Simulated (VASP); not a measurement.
Mg7ZnO8, 96 atoms in the cell. The typed cell holds 96 atoms: a = 9.863 Å, b = 11.387 Å, c = 10.137 Å, α = 90.00°, β = 90.00°, γ = 90.00°. 

| Quantity | Value |
| --- | --- |
| Program | VASP 6.6.1 |
| Task | single point |
| Functional | PBEsol |
| Potentials or basis | VASP PAW PBE potentials, release 64 (Zn, Mg, O) |
| Cutoff | 700 eV |
| k mesh | 1 × 1 × 1, shifted |
| Occupations | fermi-dirac, width 0.05 eV |
| Spin | no spin polarisation |
| Dipole correction | no |
| Further INCAR settings | LREAL = Auto; ALGO = Normal; EDIFF = 1e-06; NBANDS = 276; ISYM = -1 |

Potentials or basis: VASP PAW PBE potentials, release 64 (Zn, Mg, O).

Command:

```bash
$ cat potpaw_PBE.64/Zn/POTCAR potpaw_PBE.64/Mg/POTCAR potpaw_PBE.64/O/POTCAR > POTCAR
$ mpirun -np 1 vasp_std > vasp.out
```

Hardware: 1 thread of AMD EPYC 9R45 96-Core Processor (Zen 5) (shared host).

Estimate the wall time of this run.

Wall time 13 min on 1 thread of AMD EPYC 9R45 96-Core Processor (Zen 5), with other jobs on the host, peak memory 1.6 GiB. Counts: scf iterations 19, k points 1.
